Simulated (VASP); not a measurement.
# ZrSi23O48 (a cell with a defect) in VASP: single point with PBEsol

Aim: the single point of ZrSi23O48 (a cell with a defect) with PBEsol.

Everything below comes from runs of VASP 6.6.1. Logs are shortened: lines on timing, memory, paths and dates and some standing lists are left out, and cuts for length are marked.

### 1 The cell of the first run

The cell holds a defect, 72 atoms: a = 9.902 Å, b = 9.902 Å, c = 10.886 Å, α = 90.00°, β = 90.00°, γ = 120.00°.

### 2 Single point, PBEsol

File INCAR:

```
PREC     = Accurate       # precision mode
ENCUT    = 520            # plane-wave cutoff, eV
EDIFF    = 1E-6           # SCF threshold, eV
ISMEAR   = -1             # smearing method
SIGMA    = 0.05           # smearing width, eV
LREAL    = Auto         
LASPH    = True           # aspherical terms in the spheres
NELM     = 120            # most SCF steps
ALGO     = Normal         # electronic algorithm
ISIF     = 2              # what is computed and relaxed
LWAVE    = False          # write WAVECAR
LCHARG   = False          # write CHGCAR
GGA      = PS             # functional
ISYM     = -1           
NBANDS   = 238            # bands
GGA_COMPAT= False
```

File KPOINTS:

```
explicit points
1
Reciprocal
  0.25000000   0.25000000   0.25000000 1
```

File POSCAR:

```
ZrSi23O48
1.0
    9.9016390000      0.0000000000      0.0000000000
   -4.9508190000      8.5750710000      0.0000000000
    0.0000000000      0.0000000000     10.8858800000
Si Zr O
23 1 48
Direct
    0.2372620000      0.0061380000      0.1696200000
    0.2306420000      0.9960880000      0.6778710000
    0.2309850000      0.4995370000      0.1668780000
    0.2314670000      0.5222480000      0.6744570000
    0.7233250000      0.9933710000      0.1651450000
    0.7378610000      0.9982840000      0.6683520000
    0.7438730000      0.4982810000      0.1594840000
    0.7324920000      0.4882430000      0.6624270000
    0.9964270000      0.2308910000      0.3223250000
    0.0060480000      0.2374160000      0.8304480000
    0.9983740000      0.7380100000      0.3318660000
    0.9929710000      0.7229220000      0.8349000000
    0.5223470000      0.2312510000      0.3255380000
    0.4992050000      0.2307300000      0.8332180000
    0.4886240000      0.7329320000      0.3375910000
    0.4980590000      0.7439370000      0.8406870000
    0.2719870000      0.2721160000      0.0000820000
    0.2633450000      0.7683720000      0.0031060000
    0.2602410000      0.7749500000      0.5044560000
    0.7684370000      0.2637230000      0.9968910000
    0.7749360000      0.2601070000      0.4955430000
    0.7586850000      0.7587750000      0.0000680000
    0.7554750000      0.7554250000      0.5001240000
    0.2841440000      0.2839040000      0.5001990000
    0.2142200000      0.1422200000      0.1083800000
    0.2009330000      0.1343860000      0.6337660000
    0.2092180000      0.6384260000      0.1106970000
    0.1959730000      0.6541390000      0.6202600000
    0.7002810000      0.1291390000      0.1022890000
    0.7116050000      0.1306720000      0.6040700000
    0.7027290000      0.6255160000      0.1052320000
    0.7011160000      0.6204580000      0.6038700000
    0.3706850000      0.0729330000      0.2762610000
    0.3634170000      0.0615250000      0.7849060000
    0.3528910000      0.5672420000      0.2819890000
    0.3527220000      0.5851320000      0.7883650000
    0.8533290000      0.0687370000      0.2723530000
    0.8748470000      0.0740140000      0.7708640000
    0.8726730000      0.5753970000      0.2678410000
    0.8597210000      0.5609690000      0.7734060000
    0.4777500000      0.3091810000      0.4370500000
    0.4331360000      0.2994750000      0.9383150000
    0.4201000000      0.7962010000      0.4450310000
    0.4316480000      0.8088790000      0.9477810000
    0.9413980000      0.2921460000      0.4414630000
    0.9294130000      0.2882530000      0.9394740000
    0.9164250000      0.7884220000      0.4365610000
    0.9188720000      0.7850140000      0.9385660000
    0.1346550000      0.2011560000      0.3665990000
    0.1418610000      0.2141710000      0.8919660000
    0.1309130000      0.7117190000      0.3958340000
    0.1287010000      0.6998020000      0.8977590000
    0.6543800000      0.1958410000      0.3795570000
    0.6382500000      0.2092600000      0.8894620000
    0.6208810000      0.7015990000      0.3961160000
    0.6253240000      0.7028860000      0.8950110000
    0.0619010000      0.3636920000      0.2153220000
    0.0730890000      0.3704610000      0.7235200000
    0.0739490000      0.8752030000      0.2295050000
    0.0684360000      0.8528750000      0.7276590000
    0.5851560000      0.3528870000      0.2118780000
    0.5667460000      0.3524660000      0.7179630000
    0.5613330000      0.8602540000      0.2266850000
    0.5751340000      0.8726250000      0.7322490000
    0.2996010000      0.4334480000      0.0616890000
    0.3098200000      0.4777360000      0.5632080000
    0.2874490000      0.9292860000      0.0603300000
    0.2920130000      0.9412690000      0.5586730000
    0.8087260000      0.4319330000      0.0522820000
    0.7959480000      0.4198360000      0.5550370000
    0.7852760000      0.9191490000      0.0614740000
    0.7885610000      0.9162510000      0.5639400000
```

Potentials or basis: VASP PAW PBE potentials, release 64 (Si, Zr_sv, O).

The run is started by

```bash
$ cat potpaw_PBE.64/Si/POTCAR potpaw_PBE.64/Zr_sv/POTCAR potpaw_PBE.64/O/POTCAR > POTCAR
$ mpirun -np 1 vasp_std > vasp.out
```

OUTCAR:

```text
PREC = Accurate
   ENCUT = 520
   EDIFF = 1E-6
   ISMEAR = -1
   LREAL = Auto
   LASPH = True
   NELM = 120
   ISIF = 2
   GGA = PS
   ISYM = -1

 ion  position               nearest neighbor table
   1  0.237  0.006  0.170-  25 1.62  67 1.62  59 1.62  33 1.63  11 3.08  18 3.08  13 3.09  17 3.09

   2  0.231  0.996  0.678-  26 1.61  60 1.61  34 1.63  68 1.64  19 3.01  14 3.03  12 3.07  24 3.26

   3  0.231  0.500  0.167-  27 1.61  57 1.62  65 1.63  35 1.63   9 3.03  15 3.07  17 3.07  18 3.08

   4  0.231  0.522  0.674-  66 1.61  36 1.62  28 1.62  58 1.63  19 3.01  16 3.04  10 3.09  24 3.27

   5  0.723  0.993  0.165-  37 1.62  29 1.62  71 1.63  63 1.63   9 3.07  20 3.09  22 3.09  15 3.10

   6  0.738  0.998  0.668-  72 1.62  30 1.62  64 1.62  38 1.62  21 3.07  10 3.08  16 3.09  23 3.10

   7  0.744  0.498  0.159-  61 1.61  31 1.62  39 1.62  69 1.62  20 3.03  13 3.04  22 3.05  11 3.09

   8  0.732  0.488  0.662-  32 1.62  70 1.63  40 1.63  62 1.63  14 3.07  21 3.09  23 3.09  12 3.10

   9  0.996  0.231  0.322-  49 1.61  37 1.61  57 1.63  45 1.64  21 3.01   3 3.03   5 3.07  24 3.26

  10  0.006  0.237  0.830-  50 1.62  46 1.62  38 1.62  58 1.63   6 3.08  20 3.08   4 3.09  17 3.09

  11  0.998  0.738  0.332-  47 1.62  51 1.62  39 1.62  59 1.62  19 3.07   1 3.08   7 3.09  23 3.10

  12  0.993  0.723  0.835-  60 1.62  52 1.62  48 1.63  40 1.63   2 3.07  18 3.09  22 3.09   8 3.10

  13  0.522  0.231  0.326-  41 1.61  61 1.62  53 1.62  33 1.63  21 3.01   7 3.04   1 3.09  24 3.27

  14  0.499  0.231  0.833-  54 1.62  34 1.62  42 1.63  62 1.63   2 3.03   8 3.07  17 3.07  20 3.08

  15  0.489  0.733  0.338-  55 1.62  43 1.63  63 1.63  35 1.63   3 3.07  19 3.09  23 3.09   5 3.10

  16  0.498  0.744  0.841-  36 1.61  56 1.62  64 1.62  44 1.62  18 3.02   4 3.04  22 3.05   6 3.09

  17  0.272  0.272  0.000-  50 1.62  25 1.62  42 1.62  65 1.62   3 3.07  14 3.07   1 3.09  10 3.09

  18  0.263  0.768  0.003-  67 1.61  27 1.62  44 1.62  52 1.63  16 3.02   1 3.08   3 3.08  12 3.09

  19  0.260  0.775  0.504-  51 1.62  43 1.62  68 1.63  28 1.63   4 3.01   2 3.01  11 3.07  15 3.09

  20  0.768  0.264  0.997-  46 1.61  54 1.62  69 1.62  29 1.63   7 3.03  10 3.08  14 3.08   5 3.09

  21  0.775  0.260  0.496-  30 1.62  70 1.62  45 1.63  53 1.63  13 3.01   9 3.01   6 3.07   8 3.09

  22  0.759  0.759  0.000-  48 1.62  71 1.62  56 1.62  31 1.62   7 3.05  16 3.05   5 3.09  12 3.09

  23  0.755  0.755  0.500-  72 1.61  47 1.61  55 1.62  32 1.62   8 3.09  15 3.09  11 3.10   6 3.10

  24  0.284  0.284  0.500-  41 1.93  66 1.93  49 1.94  26 1.94   2 3.26   9 3.26   4 3.27  13 3.27

  25  0.214  0.142  0.108-   1 1.62  17 1.62
  26  0.201  0.134  0.634-   2 1.61  24 1.94
  27  0.209  0.638  0.111-   3 1.61  18 1.62
  28  0.196  0.654  0.620-   4 1.62  19 1.63
  29  0.700  0.129  0.102-   5 1.62  20 1.63
  30  0.712  0.131  0.604-   6 1.62  21 1.62
[... 40 lines left out ...]
  71  0.785  0.919  0.061-  22 1.62   5 1.63
  72  0.789  0.916  0.564-  23 1.61   6 1.62

IMPORTANT INFORMATION: All symmetrisations will be switched off!
NOSYMM: (Re-)initialisation of all symmetry stuff for point group C_1.

----------------------------------------------------------------------------------------

                                     Primitive cell

  volume of cell :     924.2902

  direct lattice vectors                    reciprocal lattice vectors
     9.901639000  0.000000000  0.000000000     0.100993381  0.058308549  0.000000000
    -4.950819000  8.575071000  0.000000000     0.000000000  0.116617110  0.000000000
     0.000000000  0.000000000 10.885880000     0.000000000  0.000000000  0.091862119

  length of vectors
     9.901639000  9.901638825 10.885880000     0.116617108  0.116617110  0.091862119

  position of ions in fractional coordinates (direct lattice)
     0.237262000  0.006138000  0.169620000
     0.230642000  0.996088000  0.677871000
     0.230985000  0.499537000  0.166878000
     0.231467000  0.522248000  0.674457000
     0.723325000  0.993371000  0.165145000
     0.737861000  0.998284000  0.668352000
[... 64 lines left out ...]
     0.785276000  0.919149000  0.061474000
     0.788561000  0.916251000  0.563940000

  ion indices of the primitive-cell ions
   primitive index   ion index
                 1           1
                 2           2
                 3           3
                 4           4
                 5           5
                 6           6
[... 64 lines left out ...]
                71          71
                72          72

----------------------------------------------------------------------------------------

 KPOINTS: explicit points

Read explicit list of k-points.

 Found      1 k-points:

 Following reciprocal coordinates:
            Coordinates               Weight
  0.250000  0.250000  0.250000      1.000000
   k-points           NKPTS =      1   k-points in BZ     NKDIM =      1   number of bands    NBANDS=    238
   number of dos      NEDOS =    301   number of ions     NIONS =     72
   total plane-waves  NPLWV = 537600
   dimension x,y,z NGX =    80 NGY =   80 NGZ =   84
   dimension x,y,z NGXF=   160 NGYF=  160 NGZF=  168
   ions per type =              23   1  48
   NGX,Y,Z   is equivalent  to a cutoff of  13.43, 13.43, 12.83 a.u.
   NGXF,Y,Z  is equivalent  to a cutoff of  26.86, 26.86, 25.66 a.u.
 SYSTEM =  unknown system
   PREC   = accura    normal or accurate (medium, high low for compatibility)
   ISTART =      0    job   : 0-new  1-cont  2-samecut
   ICHARG =      2    charge: 1-file 2-atom 10-const
   ISPIN  =      1    spin polarized calculation?
   LNONCOLLINEAR =      F non collinear calculations
   LSORBIT =      F    spin-orbit coupling
   LASPH  =      T    aspherical Exc in radial PAW
   ENCUT  =  520.0 eV  38.22 Ry    6.18 a.u.  18.41 18.41 20.24*2*pi/ulx,y,z
   NELM   =    120;   NELMIN=  2; NELMDL= -5     # of ELM steps
   EDIFF  = 0.1E-05   stopping-criterion for ELM
   LREAL  =      T    real-space projection
   EDIFFG = 0.1E-04   stopping-criterion for IOM
   NSW    =      0    number of steps for IOM
   IBRION =     -1    ionic relax: 0-MD 1-quasi-New 2-CG
   NFREE  =      0    steps in history (QN), initial steepest desc. (CG)
   ISIF   =      2    stress and relaxation
   ISYM   =     -1    0-nonsym 1-usesym 2-fastsym
   POTIM  = 0.5000    time-step for ionic-motion
   TEBEG  =    0.0;   TEEND  =   0.0 temperature during run
   PSTRESS=    0.0 pullay stress
   NELECT =     392.0000    total number of electrons
   NUPDOWN=      -1.0000    fix difference up-down
   EMIN   =  10.00;   EMAX   =-10.00  energy-range for DOS
   EFERMI =   0.00;   METHOD = LEGACY
   ISMEAR =    -1;   SIGMA  =   0.05  broadening in eV -4-tet -1-fermi 0-gaus
   EFERMI_NEDOS =   21; number of points for ismear=-14 and -15
   IALGO  =     38    algorithm
   IMIX   =      4    mixing-type and parameters
     AMIX     =   0.40;   BMIX     =  1.00
     AMIX_MAG =   1.60;   BMIX_MAG =  1.00
  volume/ion in A,a.u.               =      12.84        86.63
  Fermi-wavevector in a.u.,A,eV,Ry     =   1.229988  2.324340 20.583839  1.512870
  Thomas-Fermi vector in A             =   2.364854
   LORBIT       =      0    0 simple, 1 ext, 2 COOP (PROOUT), +10 PAW based schemes
   GGA     = PS    functional components
   LHFCALC =     F    Hartree Fock is set to
   AEXX    =    0.0000 exact exchange contribution
   IVDW    =     0    specifies the selected vdW correction
   LEPSILON=     F    determine dielectric tensor
   LRPA    =     F    only Hartree local field effects (RPA)
 non-spin polarized calculation
  energy-cutoff  :      520.00
  volume of cell :      924.29
 maximum number of plane-waves:     24895
 NGX is ok and might be reduce to    80
   NGX = 37   NGY = 37   NGZ = 41

 number of electron     391.9999973 magnetization

 Free energy of the ion-electron system (eV)
  ---------------------------------------------------
  ext. energy  EPLUGINS =         0.00000000
  ---------------------------------------------------
  free energy    TOTEN  =      -595.89228920 eV

  energy without entropy =     -595.89228920  energy(sigma->0) =     -595.89228920

 E-fermi :   2.3768     XC(G=0):  -9.4084

 val. band max:        0.9473907248   @ k =   0.2500   0.2500   0.2500
 cond. band min:       7.1624160031   @ k =   0.2500   0.2500   0.2500
 fundamental gap:      6.2150252783
 Fermi energy:         2.3767947866

 k-point     1 :       0.2500    0.2500    0.2500
  band No.  band energies     occupation
      1     -45.3720      2.00000
      2     -23.9341      2.00000
      3     -23.8676      2.00000
      4     -23.8534      2.00000
      5     -18.1171      2.00000
      6     -17.9796      2.00000
[... 200 lines left out ...]
    207       8.9439      0.00000
    208       9.3800      0.00000
 [bands above 208 left out]

------------------------ aborting loop because EDIFF is reached ----------------------------------------

  FORCE on cell =-STRESS in cart. coord.  units (eV):
  Direction    XX          YY          ZZ          XY          YZ          ZX
  --------------------------------------------------------------------------------------
  -------------------------------------------------------------------------------------
  Total        9.1964775      5.3929551      8.0677629     -3.2913012      0.3399692     -0.6374831
  in kB       15.9413001      9.3482223     13.9847708     -5.7051867      0.5893072     -1.1050219
  external PRESSURE =      13.0914311 kB  Pullay stress =       0.0000000 kB

 VOLUME and BASIS-vectors are now :
 -----------------------------------------------------------------------------
  energy-cutoff  :      520.00
  volume of cell :      924.29
      direct lattice vectors                 reciprocal lattice vectors
     9.901639000  0.000000000  0.000000000     0.100993381  0.058308549  0.000000000
    -4.950819000  8.575071000  0.000000000     0.000000000  0.116617110  0.000000000
     0.000000000  0.000000000 10.885880000     0.000000000  0.000000000  0.091862119

 POSITION                                       TOTAL-FORCE (eV/Angst)
 -----------------------------------------------------------------------------------
      2.31889      0.05263      1.84646        -0.020876      0.009698      0.011785
     -2.64772      8.54153      7.37922         0.006655     -0.029013      0.004752
     -0.18599      4.28357      1.81661        -0.006176      0.008103      0.005207
     -0.29365      4.47831      7.34206        -0.047112     -0.020400      0.027168
      2.24410      8.51823      1.79775        -0.033897     -0.006047     -0.000128
      2.36371      8.56036      7.27560        -0.005391     -0.004132     -0.005459
[... 64 lines left out ...]
      3.22498      7.88177      0.66920         0.003325      0.021161     -0.008793
      3.27185      7.85692      6.13898        -0.001457      0.019115     -0.005032
 -----------------------------------------------------------------------------------
    total drift:                                0.002868      0.011412      0.003503

  FREE ENERGIE OF THE ION-ELECTRON SYSTEM (eV)
  ---------------------------------------------------
  free  energy   TOTEN  =      -595.8922891975 eV

  energy  without entropy=     -595.8922891975  energy(sigma->0) =     -595.89228920
```

It took 10 min on 1 thread of Intel Xeon Platinum 8375C at 2.90GHz (Ice Lake), shared host; peak memory 1.1 GiB.

What came out:

* Free energy: -595.8923 eV
* Pressure: 1.3 GPa
* Largest force: 0.071 eV/Å
* Band gap on the k mesh: 6.21 eV

Forces on the atoms (eV/Å):
```
Si  -0.021  0.010  0.012
Si   0.007 -0.029  0.005
Si  -0.006  0.008  0.005
Si  -0.047 -0.020  0.027
Si  -0.034 -0.006  0.000
Si  -0.005 -0.004 -0.005
Si  -0.009  0.004  0.005
Si  -0.015  0.000 -0.004
Si  -0.028 -0.007 -0.006
Si   0.020 -0.014 -0.011
Si  -0.001 -0.007  0.002
Si   0.011 -0.032  0.003
Si   0.005 -0.049 -0.028
Si   0.009 -0.001 -0.004
Si   0.008 -0.015  0.003
Si   0.009 -0.006 -0.002
Si   0.008  0.013  0.002
Si  -0.004  0.013  0.008
Si   0.017  0.009 -0.011
Si   0.012  0.007 -0.002
Si   0.001  0.020  0.007
Si   0.009  0.019  0.003
Si   0.005  0.006 -0.002
Zr   0.014  0.025  0.000
O   -0.016  0.002  0.007
O   -0.059  0.039  0.010
O   -0.017  0.014  0.004
O   -0.031  0.009  0.021
O   -0.018  0.010  0.007
O   -0.020  0.007  0.012
O   -0.021  0.006  0.016
O   -0.017  0.009  0.012
O    0.007 -0.013  0.009
O    0.003 -0.030  0.013
O    0.002 -0.022  0.012
O   -0.004 -0.021  0.012
O    0.003 -0.019  0.018
O    0.001 -0.015  0.019
O   -0.005 -0.016  0.007
O    0.000 -0.018  0.013
O    0.008  0.040  0.052
O    0.017  0.013  0.013
O    0.009  0.014  0.014
O    0.019  0.019  0.014
O    0.035  0.016  0.010
O    0.014  0.007  0.013
O    0.013  0.007  0.008
O    0.018  0.013  0.006
O    0.064 -0.030 -0.010
O    0.011 -0.014 -0.010
O    0.018 -0.014 -0.009
O    0.016 -0.012 -0.010
O    0.023 -0.021 -0.018
O    0.018 -0.008 -0.005
O    0.017 -0.012 -0.012
O    0.013 -0.016 -0.018
O   -0.027 -0.012 -0.011
O   -0.015 -0.001 -0.009
O   -0.016 -0.005 -0.020
O   -0.019 -0.008 -0.017
O   -0.015 -0.013 -0.015
O   -0.019 -0.011 -0.014
O   -0.015 -0.009 -0.014
O   -0.013 -0.014 -0.006
O    0.005  0.019 -0.014
O    0.029  0.029 -0.053
O    0.004  0.016 -0.013
O   -0.002  0.038 -0.008
O    0.008  0.024 -0.016
O    0.005  0.015 -0.010
O    0.003  0.021 -0.009
O   -0.001  0.019 -0.005
```

Levels at points of the mesh, in eV from the valence-band top:
```csv
k point,band 193,band 194,band 195,band 196,band 197,band 198,band 199,band 200
"(0.25, 0.25, 0.25)",-0.06,-0.03,-0.01,0.00,6.21,6.28,6.54,7.08
```

Caveat: the PAW data sets were made with another functional, which shifts forces and pressure a little.
